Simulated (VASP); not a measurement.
# PbSe (Pm-3m) in VASP: vibrations by perturbation theory with LDA

Aim: the vibrations by perturbation theory of PbSe with LDA.

All numbers are computed with VASP 6.6.1; they aren't measurements. Logs are shortened: lines on timing, memory, paths and dates and some standing lists are left out, and cuts for length are marked.

### 1 The cell of the first run

It takes space group Pm-3m (No. 221, cubic). Conventional cell: a = 3.784 Å, b = 3.784 Å, c = 3.784 Å, α = 90.00°, β = 90.00°, γ = 90.00°. Within 4.3 Å of Pb (site symmetry m-3m) lie 8 Se at 3.28 Å and 6 Pb at 3.78 Å. Se (site symmetry m-3m) has 8 Pb at 3.28 Å and 6 Se at 3.78 Å within 4.3 Å.

### 2 Vibrations by perturbation theory, LDA

Contents of INCAR:

```
SYSTEM = PbSe
PREC = Accurate ; ENCUT = 520
EDIFF = 1E-8 ; ISMEAR = -1
SIGMA = 0.1 ; LREAL = .FALSE.
LASPH = .TRUE. ; NELM = 100
ALGO = Normal ; ISIF = 2
LWAVE = .FALSE. ; LCHARG = .TRUE.
NBANDS = 17 ; IBRION = 8
NSW = 1
```

Contents of KPOINTS:

```
Automatic mesh
0
G
  6 6 6
  0 0 0
```

Contents of POSCAR:

```
PbSe
1.0
    3.7843220000      0.0000000000      0.0000000000
    0.0000000000      3.7843220000      0.0000000000
    0.0000000000      0.0000000000      3.7843220000
Pb Se
1 1
Direct
    0.0000000000      0.0000000000      0.0000000000
    0.5000000000      0.5000000000      0.5000000000
```

Potentials or basis: VASP PAW LDA potentials, release 64 (Pb_d, Se).

Run with:

```sh
> cat potpaw_LDA.64/Pb_d/POTCAR potpaw_LDA.64/Se/POTCAR > POTCAR
> mpirun -np 1 vasp_std > vasp.out
```

OUTCAR:

```text
SYSTEM = PbSe
   PREC = Accurate
   ENCUT = 520
   EDIFF = 1E-8
   ISMEAR = -1
   LREAL = .FALSE.
   LASPH = .TRUE.
   NELM = 100
   ISIF = 2
   IBRION = 8
   NSW = 1

 ion  position               nearest neighbor table
   1  0.000  0.000  0.000-   2 3.28   2 3.28   2 3.28   2 3.28   2 3.28   2 3.28   2 3.28   2 3.28

   2  0.500  0.500  0.500-   1 3.28   1 3.28   1 3.28   1 3.28   1 3.28   1 3.28   1 3.28   1 3.28

  LATTYP: Found a simple cubic cell.
 ALAT       =     3.7843220000

  Lattice vectors:

 A1 = (   3.7843220000,   0.0000000000,   0.0000000000)
 A2 = (   0.0000000000,   3.7843220000,   0.0000000000)
 A3 = (   0.0000000000,   0.0000000000,   3.7843220000)

Analysis of symmetry for initial positions (statically):
=====================================================================
 Subroutine PRICEL returns:
 Original cell was already a primitive cell.

 Routine SETGRP: Setting up the symmetry group for a
 simple cubic supercell.

 Subroutine GETGRP returns: Found 48 space group operations
 (whereof 48 operations were pure point group operations)
 out of a pool of 48 trial point group operations.

The static configuration has the point symmetry O_h .

Analysis of symmetry for dynamics (positions and initial velocities):
=====================================================================
 Subroutine PRICEL returns:
 Original cell was already a primitive cell.

 Routine SETGRP: Setting up the symmetry group for a
 simple cubic supercell.

 Subroutine GETGRP returns: Found 48 space group operations
 (whereof 48 operations were pure point group operations)
 out of a pool of 48 trial point group operations.

The dynamic configuration has the point symmetry O_h .

 Subroutine INISYM returns: Found 48 space group operations
 (whereof 48 operations are pure point group operations),
 and found     1 'primitive' translations

----------------------------------------------------------------------------------------

                                     Primitive cell

  volume of cell :      54.1956

  direct lattice vectors                    reciprocal lattice vectors
     3.784322000  0.000000000  0.000000000     0.264248127  0.000000000  0.000000000
     0.000000000  3.784322000  0.000000000     0.000000000  0.264248127  0.000000000
     0.000000000  0.000000000  3.784322000     0.000000000  0.000000000  0.264248127

  length of vectors
     3.784322000  3.784322000  3.784322000     0.264248127  0.264248127  0.264248127

  position of ions in fractional coordinates (direct lattice)
     0.000000000  0.000000000  0.000000000
     0.500000000  0.500000000  0.500000000

  ion indices of the primitive-cell ions
   primitive index   ion index
                 1           1
                 2           2

----------------------------------------------------------------------------------------

 KPOINTS: Automatic mesh

Automatic generation of k-mesh.
 Grid dimensions read from file:
 generate k-points for:    6    6    6

 Generating k-lattice:

  Cartesian coordinates                     Fractional coordinates (reciprocal lattice)
     0.044041354  0.000000000  0.000000000     0.166666667  0.000000000  0.000000000
     0.000000000  0.044041354  0.000000000     0.000000000  0.166666667  0.000000000
     0.000000000  0.000000000  0.044041354     0.000000000  0.000000000  0.166666667

  Length of vectors
     0.044041354  0.044041354  0.044041354

  Shift w.r.t. Gamma in fractional coordinates (k-lattice)
     0.000000000  0.000000000  0.000000000

 Subroutine IBZKPT returns following result:
 ===========================================

 Found     20 irreducible k-points:

 Following reciprocal coordinates:
            Coordinates               Weight
  0.000000  0.000000  0.000000      1.000000
  0.166667  0.000000  0.000000      6.000000
  0.333333  0.000000  0.000000      6.000000
  0.500000  0.000000  0.000000      3.000000
  0.166667  0.166667  0.000000     12.000000
  0.333333  0.166667  0.000000     24.000000
[... 12 lines left out ...]
  0.500000  0.500000  0.333333      6.000000
  0.500000  0.500000  0.500000      1.000000
   k-points           NKPTS =     20   k-points in BZ     NKDIM =     20   number of bands    NBANDS=     17
   number of dos      NEDOS =    301   number of ions     NIONS =      2
   total plane-waves  NPLWV =  21952
   dimension x,y,z NGX =    28 NGY =   28 NGZ =   28
   dimension x,y,z NGXF=    56 NGYF=   56 NGZF=   56
   ions per type =               1   1
   NGX,Y,Z   is equivalent  to a cutoff of  12.30, 12.30, 12.30 a.u.
   NGXF,Y,Z  is equivalent  to a cutoff of  24.60, 24.60, 24.60 a.u.
 SYSTEM =  PbSe
   PREC   = accura    normal or accurate (medium, high low for compatibility)
   ISTART =      0    job   : 0-new  1-cont  2-samecut
   ICHARG =      2    charge: 1-file 2-atom 10-const
   ISPIN  =      1    spin polarized calculation?
   LNONCOLLINEAR =      F non collinear calculations
   LSORBIT =      F    spin-orbit coupling
   LASPH  =      T    aspherical Exc in radial PAW
   ENCUT  =  520.0 eV  38.22 Ry    6.18 a.u.   7.04  7.04  7.04*2*pi/ulx,y,z
   NELM   =    100;   NELMIN=  2; NELMDL= -5     # of ELM steps
   EDIFF  = 0.1E-07   stopping-criterion for ELM
   LREAL  =      F    real-space projection
   EDIFFG = 0.1E-06   stopping-criterion for IOM
   NSW    =      1    number of steps for IOM
   IBRION =      8    ionic relax: 0-MD 1-quasi-New 2-CG
   NFREE  =      0    steps in history (QN), initial steepest desc. (CG)
   ISIF   =      2    stress and relaxation
   ISYM   =      2    0-nonsym 1-usesym 2-fastsym
   POTIM  = 0.5000    time-step for ionic-motion
   TEBEG  =    0.0;   TEEND  =   0.0 temperature during run
   PSTRESS=    0.0 pullay stress
   NELECT =      20.0000    total number of electrons
   NUPDOWN=      -1.0000    fix difference up-down
   EMIN   =  10.00;   EMAX   =-10.00  energy-range for DOS
   EFERMI =   0.00;   METHOD = LEGACY
   ISMEAR =    -1;   SIGMA  =   0.10  broadening in eV -4-tet -1-fermi 0-gaus
   EFERMI_NEDOS =   21; number of points for ismear=-14 and -15
   IALGO  =     38    algorithm
   IMIX   =      4    mixing-type and parameters
     AMIX     =   0.40;   BMIX     =  1.00
     AMIX_MAG =   1.60;   BMIX_MAG =  1.00
  volume/ion in A,a.u.               =      27.10       182.87
  Fermi-wavevector in a.u.,A,eV,Ry     =   1.174258  2.219025 18.760817  1.378881
  Thomas-Fermi vector in A             =   2.310658
   LORBIT       =      0    0 simple, 1 ext, 2 COOP (PROOUT), +10 PAW based schemes
   GGA     = CA    functional components
   LHFCALC =     F    Hartree Fock is set to
   AEXX    =    0.0000 exact exchange contribution
   IVDW    =     0    specifies the selected vdW correction
   LEPSILON=     F    determine dielectric tensor
   LRPA    =     F    only Hartree local field effects (RPA)
 non-spin polarized calculation
  energy-cutoff  :      520.00
  volume of cell :       54.20
 maximum number of plane-waves:      1492
   NGX = 15   NGY = 15   NGZ = 15

--------------------------------------- Ionic step        1  -------------------------------------------

 number of electron      20.0000006 magnetization

 Free energy of the ion-electron system (eV)
  ---------------------------------------------------
  ext. energy  EPLUGINS =         0.00000000
  ---------------------------------------------------
  free energy    TOTEN  =        -8.98489504 eV

  energy without entropy =       -8.95217080  energy(sigma->0) =       -8.96853292

 E-fermi :   5.2219     XC(G=0): -10.2371

 val. band max:        5.1906809354   @ k =   0.5000   0.3333   0.3333
 cond. band min:       5.2972409717   @ k =   0.1667   0.1667   0.1667
 fundamental gap:      0.1065600364
 Fermi energy:         5.2219307822

 k-point     1 :       0.0000    0.0000    0.0000
  band No.  band energies     occupation
      1     -11.6556      2.00000
      2     -11.6556      2.00000
      3     -11.5067      2.00000
      4     -11.5067      2.00000
      5     -11.5067      2.00000
      6      -8.0461      2.00000
[... 379 lines left out ...]
      6      -6.1346      2.00000
[... 9 lines left out ...]
     16      18.8499      0.00000
     17      22.4217      0.00000

------------------------ aborting loop because EDIFF is reached ----------------------------------------

  FORCE on cell =-STRESS in cart. coord.  units (eV):
  Direction    XX          YY          ZZ          XY          YZ          ZX
  --------------------------------------------------------------------------------------
  -------------------------------------------------------------------------------------
  Total       -1.5762694     -1.5762694     -1.5762694      0.0000000     -0.0000000      0.0000000
  in kB      -46.5990200    -46.5990200    -46.5990200      0.0000000     -0.0000000      0.0000000
  external PRESSURE =     -46.5990200 kB  Pullay stress =       0.0000000 kB

 VOLUME and BASIS-vectors are now :
 -----------------------------------------------------------------------------
  energy-cutoff  :      520.00
  volume of cell :       54.20
      direct lattice vectors                 reciprocal lattice vectors
     3.784322000  0.000000000  0.000000000     0.264248127  0.000000000  0.000000000
     0.000000000  3.784322000  0.000000000     0.000000000  0.264248127  0.000000000
     0.000000000  0.000000000  3.784322000     0.000000000  0.000000000  0.264248127

 POSITION                                       TOTAL-FORCE (eV/Angst)
 -----------------------------------------------------------------------------------
      0.00000      0.00000      0.00000         0.000000      0.000000      0.000000
      1.89216      1.89216      1.89216         0.000000      0.000000      0.000000
 -----------------------------------------------------------------------------------
    total drift:                               -0.000000      0.000000     -0.000000

  FREE ENERGIE OF THE ION-ELECTRON SYSTEM (eV)
  ---------------------------------------------------
  free  energy   TOTEN  =        -8.9848950382 eV

  energy  without entropy=       -8.9521708031  energy(sigma->0) =       -8.96853292

[... ionic steps 2 to 3 ...]

--------------------------------------- Ionic step        4  -------------------------------------------

------------------------ aborting loop because EDIFF is reached ----------------------------------------

[... ionic steps 5 to 6 ...]

--------------------------------------- Ionic step        7  -------------------------------------------

 Free energy of the ion-electron system (eV)
  ---------------------------------------------------
  ---------------------------------------------------
  free energy    TOTEN  =        -0.08384339 eV

  energy without entropy =       -0.08384339

------------------------ aborting loop because EDIFF is reached ----------------------------------------

 INTERNAL STRAIN TENSOR  FOR ION    2  DIRECTION 1   (eV/Angst):
 -----------------------------------------------------------------------------
    -0.02205  0.00000  0.00000
     0.00000  0.01669 -0.00000
    -0.00000 -0.00000  0.01669

 INTERNAL STRAIN TENSOR FOR ION    2 for displacements in x,y,z  (eV/Angst):
          X           Y           Z          XY          YZ          ZX
  --------------------------------------------------------------------------------
  x     0.00000     0.00000     0.00000     0.00000     0.00000     0.00000
  y     0.00000     0.00000     0.00000     0.00000     0.00000     0.00000
  z     0.00000     0.00000     0.00000     0.00000     0.00000     0.00000

 SECOND DERIVATIVES (NOT SYMMETRIZED)
 ------------------------------------
               1X          1Y          1Z          2X          2Y          2Z
  1X     1.067564   -0.000000   -0.000000   -1.067564    0.000000    0.000000
  1Y    -0.000000    1.067564   -0.000000    0.000000   -1.067564    0.000000
  1Z    -0.000000   -0.000000    1.067564    0.000000    0.000000   -1.067564
  2X    -1.078102   -0.000000    0.000000    1.078102    0.000000   -0.000000
  2Y    -0.000000   -1.078102    0.000000    0.000000    1.078102   -0.000000
  2Z     0.000000    0.000000   -1.078102   -0.000000   -0.000000    1.078102

 Eigenvectors and eigenvalues of the dynamical matrix
 ----------------------------------------------------

   1 f  =    0.004696 THz     0.029506 2PiTHz    0.156642 cm-1     0.019421 meV
             X         Y         Z           dx          dy          dz
      0.000000  0.000000  0.000000    -0.000000   -0.000000    0.852072
      1.892161  1.892161  1.892161     0.000000    0.000000    0.523425
[... 21 lines left out ...]
   6 f/i=    2.143884 THz    13.470422 2PiTHz   71.512282 cm-1     8.866389 meV
             X         Y         Z           dx          dy          dz
      0.000000  0.000000  0.000000     0.000000    0.000000   -0.523425
      1.892161  1.892161  1.892161    -0.000000    0.000000    0.852072

--------------------------------------------------------------------------------------------------------

 ELASTIC MODULI CONTR FROM IONIC RELAXATION (kBar)
 Direction    XX          YY          ZZ          XY          YZ          ZX
 --------------------------------------------------------------------------------
 XX           0.0000      0.0000      0.0000      0.0000      0.0000      0.0000
 YY           0.0000      0.0000      0.0000      0.0000      0.0000      0.0000
 ZZ           0.0000      0.0000      0.0000      0.0000      0.0000      0.0000
 XY           0.0000      0.0000      0.0000      0.0000      0.0000      0.0000
 YZ           0.0000      0.0000      0.0000      0.0000      0.0000      0.0000
 ZX           0.0000      0.0000      0.0000      0.0000      0.0000      0.0000
 --------------------------------------------------------------------------------
```

It took 59 s on 1 thread of Intel Xeon 6975P-C (Granite Rapids), shared host; peak memory 0.23 GiB.

What came out:

```
Highest phonon frequency at Γ, LO-TO splitting left out : 0 cm⁻¹
Most unstable mode                                      : 72i cm⁻¹
```

Phonon frequencies in cm⁻¹ (negative: imaginary):
| q point | frequencies |
| --- | --- |
| (0.000, 0.000, 0.000) | -72 -72 -72 0 0 0 |

Caveat: the cell wasn't relaxed at this level first, which shifts response properties; some modes are imaginary; spin-orbit coupling is left out, which moves the levels of the heavy elements.
